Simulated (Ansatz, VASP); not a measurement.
# One calculation of HfB2, two programs

The input INCAR:

```
SYSTEM = HfB2
  PREC = Accurate
  ENCUT = 520
  EDIFF = 1E-8
  ISMEAR = -1
  SIGMA = 0.05
  LREAL = .False.
  LASPH = .True.
  NELM = 100
  ALGO = Normal
  ISIF = 2
  LWAVE = .False.
  LCHARG = .False.
  GGA = PE
  LEFG = .True.
  NBANDS = 15
```

KPOINTS

```
Automatic mesh
0
Gamma
  13 13 11
  0 0 0
```

Contents of POSCAR:

```
HfB2
1.0
    3.2015843649      0.0000000000      0.0000000000
   -1.6007921825      2.7726533923      0.0000000000
    0.0000000000      0.0000000000      3.5482526220
Hf B
1 2
Direct
    0.0000000000      0.0000000000      0.0000000000
    0.3333333333      0.6666666667      0.5000000000
    0.6666666667      0.3333333333      0.5000000000
```

Input for Ansatz:

```yaml
crystal:
  lattice:
    - [3.2015843649, 0.0, 0.0]
    - [-1.6007921825, 2.7726533923, 0.0]
    - [0.0, 0.0, 3.548252622]
  atoms:
    - { symbol: Hf, position: [0.0, 0.0, 0.0] }
    - { symbol: B, position: [0.3333333333, 0.6666666667, 0.5] }
    - { symbol: B, position: [0.6666666667, 0.3333333333, 0.5] }
kpoints:
  mp_grid: { grid: [13, 13, 11] }
scf:
  occupations: { method: fermi_dirac, width: 0.05 }
hamiltonian:
  xc: pbe
  pseudopotentials: { kind: paw }
output:
  forces: true
  stress: true
  eigenvalues: true
  efg: { contact_densities: true }
  write_density: true
  write_potential: true
  elf: true
  volumetric_format: npy
```

Change from the starting cell: volume scaled by 1.06, PAW files.

Alike in both runs: task electric field gradients; functional PBE; k mesh 13 × 13 × 11; occupations fermi-dirac, width 0.05 eV; no spin polarisation.

|  | VASP | Ansatz |
| --- | --- | --- |
| version | VASP 6.6.1 | Ansatz 0.2.0 |
| potentials or method | VASP PAW PBE potentials, release 64 (Hf_pv, B) | PAW with Ansatz's default frozen-core files, scalar-relativistic |
| plane-wave cutoff (eV) | 520 | 420 |
| valence electrons in the cell | 16 | 32 |

VASP gave:

```
pressure (GPa)                                                : -12.4
traceless stress, the component that is largest in VASP (GPa) : 1.25
size of Vzz on the site where it differs most (V/Å²)          : 74.5
```

Task: Which values does Ansatz return?

Result: Pressure (GPa): -11.9; traceless stress, the component that is largest in VASP (GPa): 1.16; size of Vzz on the site where it differs most (V/Å²): 102.7.

VASP's potentials hold 16 valence electrons a cell and Ansatz's 32, so a difference there can come from the potentials and not from the codes.

Neither program's run includes spin-orbit coupling.
